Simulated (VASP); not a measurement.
Wanted: the native input for a VASP 6.6.1 run.

```yaml
Task: single point
Functional: PBE
Potentials_or_basis: VASP PAW PBE potentials, release 64 (N, Si)
Cutoff: 520 eV
k_mesh: 2 × 2 × 5
Occupations: methfessel-paxton, width 0.15 eV
Spin: no spin polarisation
Dipole_correction: no
Further_INCAR_settings: ALGO = Normal; EDIFF = 1e-06; NBANDS = 45
```

The structure of Si3N4 lies in POSCAR:

```
Si3N4
1.0
    7.6779750000      0.0000000000      0.0000000000
   -3.8389870000      6.6493220000      0.0000000000
    0.0000000000      0.0000000000      2.9376270000
N Si
8 6
Direct
    0.3396804903      0.6633318404      0.2430560449
    0.6544573549      0.3186348924      0.7878175139
    0.3148557853      0.0042265963      0.2953860378
    0.2954158042      0.3126036008      0.7161075930
    0.9782418103      0.3154626893      0.2374760308
    0.6636173781      0.9623957149      0.7702652515
    0.7184792380      0.6863460666      0.2720631312
    0.0252664790      0.6746973601      0.7722767390
    0.1647070001      0.7519768181      0.2610726277
    0.3994393327      0.1627541876      0.7510779959
    0.2304067228      0.4092736071      0.2360871547
    0.8182877530      0.2270921757      0.7831133769
    0.6001981294      0.8247108502      0.2734819635
    0.7751591523      0.5905760016      0.7339917559
```

One way to write it, as run:

INCAR

```
ALGO = Normal
EDIFF = 1E-6
ENCUT = 520
GGA = PE
ISIF = 2
ISMEAR = 1
LASPH = T
LCHARG = F
LREAL = F
LWAVE = F
NBANDS = 45
NELM = 100
PREC = Accurate
SIGMA = 0.15
```

KPOINTS

```
k-points
0
Gamma
  2 2 5
```

Potentials or basis: VASP PAW PBE potentials, release 64 (N, Si).

Command:

```console
$ cat potpaw_PBE.64/N/POTCAR potpaw_PBE.64/Si/POTCAR > POTCAR
$ mpirun -np 1 vasp_std > vasp.out
```

It gave:

- Pressure: -0.3 GPa
- Largest force: 3.146 eV/Å
- Band gap on the k mesh: 4.09 eV, indirect (least direct gap 4.30 eV)

Caveat: the k points lie up to 0.47 Å⁻¹ apart; forces of over 1 eV/Å act on the atoms, so gaps and moduli don't describe the material at rest.

It took 68 s on 1 thread of Intel(R) Xeon(R) Platinum 8559C (Emerald Rapids), on a shared host, peak memory 0.28 GiB.
